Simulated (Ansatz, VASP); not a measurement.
# One calculation of GaN, two programs

```
CELL_PARAMETERS angstrom
0.00000 2.22760 2.22760
2.22760 0.00000 2.22760
2.22760 2.22760 0.00000
ATOMIC_POSITIONS crystal
Ga 0.00000 0.00000 0.00000
N 0.25000 0.25000 0.25000
```

Alike in both runs: functional LDA; k mesh 10 × 10 × 10; occupations gaussian, width 0.02 eV; no spin polarisation.

Ansatz relaxed the structure, and its values are those at the end. VASP's run is a single point on that final structure, the one shown.

|  | VASP | Ansatz |
| --- | --- | --- |
| version | VASP 6.6.1 | Ansatz 0.2.0 |
| potentials or method | VASP PAW LDA potentials, release 64 (Ga_d, N), cutoff 600 eV | scalar-relativistic, plane waves, PAW |
| valence electrons in the cell | 18 | 18 |

|  | VASP | Ansatz | Ansatz less VASP |
| --- | --- | --- | --- |
| gap on the k mesh at the Fermi level (eV) | 1.97 | 1.96 | -0.012 |
| least direct gap on the mesh (eV) | 1.97 | 1.96 | -0.012 |
| pressure (GPa) | 1.0 | 0.0 | -1.04 |

Ansatz warns that its potentials were made for another functional, while VASP's fit it. LDA's correlation is that of Perdew and Zunger in VASP and of Perdew and Wang (1992) in Ansatz.
